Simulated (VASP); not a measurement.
# RbBr (Fm-3m) in VASP: further runs, part 2 of 2

VASP 6.6.1.

## (4) Single point, PBE (volume scaled by 1.03)

File INCAR:

```
SYSTEM = RbBr
  ALGO = Normal
  EDIFF = 1E-6
  ENCUT = 520
  GGA = PE
  ISIF = 2
  ISMEAR = 0
  LASPH = .True.
  LCHARG = .True.
  LELF = .True.
  LREAL = .False.
  LVHAR = .True.
  LWAVE = .False.
  NBANDS = 15
  NELM = 80
  PREC = Accurate
  SIGMA = 0.02
```

File KPOINTS:

```
k-points
0
Gamma
  6 6 6
  0 0 0
```

File POSCAR:

```
RbBr
1.0
    0.0000000000      3.5434208674      3.5434208674
    3.5434208674      0.0000000000      3.5434208674
    3.5434208674      3.5434208674      0.0000000000
Rb Br
1 1
Direct
    0.0000000000      0.0000000000      0.0000000000
    0.5000000000      0.5000000000      0.5000000000
```

Command:

```sh
> cat potpaw_PBE.64/Rb_sv/POTCAR potpaw_PBE.64/Br/POTCAR > POTCAR
> mpirun -np 1 vasp_std > vasp.out
```

Run time: 45 s. Hardware: 1 thread of Intel Xeon 6975P-C, shared host; peak memory 0.24 GiB.

Results (log left out):

- Free energy: -6.1132 eV
- Pressure: -0.3 GPa
- Band gap on the k mesh: 4.12 eV, direct

Levels at points of the mesh, in eV from the valence-band top:
| k point | band 4 | band 5 | band 6 | band 7 | band 8 | band 9 | band 10 | band 11 | band 12 | band 13 |
| --- | --- | --- | --- | --- | --- | --- | --- | --- | --- | --- |
| (0.00, 0.00, 0.00) | -8.71 | -8.71 | 0.00 | 0.00 | 0.00 | 4.12 | 7.23 | 7.23 | 7.23 | 8.06 |
| (0.50, 0.00, 0.00) | -8.71 | -8.68 | -0.83 | -0.28 | -0.28 | 6.55 | 7.36 | 9.18 | 9.18 | 9.83 |
| (0.50, 0.50, 0.00) | -8.75 | -8.75 | -0.44 | -0.15 | -0.15 | 5.69 | 6.75 | 8.69 | 9.00 | 9.04 |

## (5) Single point, PBE (volume scaled by 1.10)

File INCAR:

```
PREC     = Accurate       # precision mode
ENCUT    = 520            # plane-wave cutoff, eV
EDIFF    = 1E-6           # SCF threshold, eV
ISMEAR   = 0              # smearing method
SIGMA    = 0.02           # smearing width, eV
LREAL    = F              # projectors in reciprocal space
LASPH    = T              # aspherical terms in the spheres
NELM     = 60             # most SCF steps
ALGO     = Normal         # electronic algorithm
ISIF     = 2              # what is computed and relaxed
LWAVE    = F              # write WAVECAR
LCHARG   = T              # write CHGCAR
GGA      = PE             # functional
LELF     = T              # ELF
LVHAR    = T            
NBANDS   = 15             # bands
```

File KPOINTS:

```
regular mesh
0
Gamma
  6 6 6
```

File POSCAR:

```
RbBr
1.0
    0.0000000000      3.6219397799      3.6219397799
    3.6219397799      0.0000000000      3.6219397799
    3.6219397799      3.6219397799      0.0000000000
Rb Br
1 1
Direct
    0.0000000000      0.0000000000      0.0000000000
    0.5000000000      0.5000000000      0.5000000000
```

Potentials or basis: VASP PAW PBE potentials, release 64 (Rb_sv, Br).

Command:

```sh
> cat potpaw_PBE.64/Rb_sv/POTCAR potpaw_PBE.64/Br/POTCAR > POTCAR
> mpirun -np 1 vasp_std > vasp.out
```

OUTCAR:

```text
PREC = Accurate
   ENCUT = 520
   EDIFF = 1E-6
   ISMEAR = 0
   LREAL = F
   LASPH = T
   NELM = 60
   ISIF = 2
   GGA = PE

 ion  position               nearest neighbor table
   1  0.000  0.000  0.000-   2 3.62   2 3.62   2 3.62   2 3.62   2 3.62   2 3.62
   2  0.500  0.500  0.500-   1 3.62   1 3.62   1 3.62   1 3.62   1 3.62   1 3.62

  LATTYP: Found a face centered cubic cell.
 ALAT       =     7.2438795598

  Lattice vectors:

 A1 = (   0.0000000000,   3.6219397799,   3.6219397799)
 A2 = (   3.6219397799,   0.0000000000,   3.6219397799)
 A3 = (   3.6219397799,   3.6219397799,   0.0000000000)

Analysis of symmetry for initial positions (statically):
=====================================================================
 Subroutine PRICEL returns:
 Original cell was already a primitive cell.

 Routine SETGRP: Setting up the symmetry group for a
 face centered cubic supercell.

 Subroutine GETGRP returns: Found 48 space group operations
 (whereof 48 operations were pure point group operations)
 out of a pool of 48 trial point group operations.

[... 165 lines left out ...]
      3     -11.1623      2.00000
      4     -11.1623      2.00000
      5     -11.1623      2.00000
      6      -2.3021      2.00000
      7      -2.3021      2.00000
      8      -2.3021      2.00000
      9       1.6724      0.00000
     10       4.8839      0.00000
     11       4.8839      0.00000
     12       4.8839      0.00000
     13       5.6656      0.00000
     14       5.6656      0.00000
[... 257 lines left out ...]
      2     -14.3186      2.00000
      3     -11.2405      2.00000
      4     -11.2129      2.00000
      5     -11.1678      2.00000
      6      -2.6631      2.00000
      7      -2.6022      2.00000
      8      -2.5287      2.00000
      9       3.9683      0.00000
     10       4.8682      0.00000
     11       5.2495      0.00000
     12       5.9764      0.00000
     13       7.1280      0.00000
     14       7.8844      0.00000
     15       8.1638      0.00000

------------------------ aborting loop because EDIFF is reached ----------------------------------------

  FORCE on cell =-STRESS in cart. coord.  units (eV):
  Direction    XX          YY          ZZ          XY          YZ          ZX
  --------------------------------------------------------------------------------------
  -------------------------------------------------------------------------------------
  Total       -0.5241935     -0.5241935     -0.5241935      0.0000000      0.0000000      0.0000000
  in kB       -8.8378891     -8.8378891     -8.8378891      0.0000000      0.0000000      0.0000000
  external PRESSURE =      -8.8378891 kB  Pullay stress =       0.0000000 kB

 VOLUME and BASIS-vectors are now :
 -----------------------------------------------------------------------------
  energy-cutoff  :      520.00
  volume of cell :       95.03
      direct lattice vectors                 reciprocal lattice vectors
     0.000000000  3.621939780  3.621939780    -0.138047574  0.138047574  0.138047574
     3.621939780  0.000000000  3.621939780     0.138047574 -0.138047574  0.138047574
     3.621939780  3.621939780  0.000000000     0.138047574  0.138047574 -0.138047574

 POSITION                                       TOTAL-FORCE (eV/Angst)
 -----------------------------------------------------------------------------------
      0.00000      0.00000      0.00000        -0.000000      0.000000     -0.000000
      3.62194      3.62194      3.62194         0.000000      0.000000      0.000000
 -----------------------------------------------------------------------------------
    total drift:                                0.000000     -0.000000      0.000000

  FREE ENERGIE OF THE ION-ELECTRON SYSTEM (eV)
  ---------------------------------------------------
  free  energy   TOTEN  =        -6.0902388627 eV

  energy  without entropy=       -6.0902388627  energy(sigma->0) =       -6.09023886
```

Run time: 47 s. Hardware: 1 thread of Intel Xeon 6975P-C, shared host; peak memory 0.24 GiB.

What came out:

```
Free energy            : -6.0902 eV
Pressure               : -0.9 GPa
Band gap on the k mesh : 3.97 eV, direct
```

## (6) The runs side by side

```tsv
cell	gap on the mesh (eV)	pressure (GPa)
a = 4.912 Å, angles 60.0°, 2 atoms	4.26	0.4
a = 4.962 Å, angles 60.0°, 2 atoms	4.19	0.0
a = 5.011 Å, angles 60.0°, 2 atoms	4.12	-0.3
a = 5.122 Å, angles 60.0°, 2 atoms	3.97	-0.9
```

Alike in all rows: task single point; level PBE; potentials or basis VASP PAW PBE potentials, release 64 (Rb_sv, Br); no spin polarisation; k mesh 6 × 6 × 6; cutoff (eV) 520; smearing gaussian 0.02 eV.

Total energies depend on the potentials used, so only differences within one code and one set of settings carry meaning.
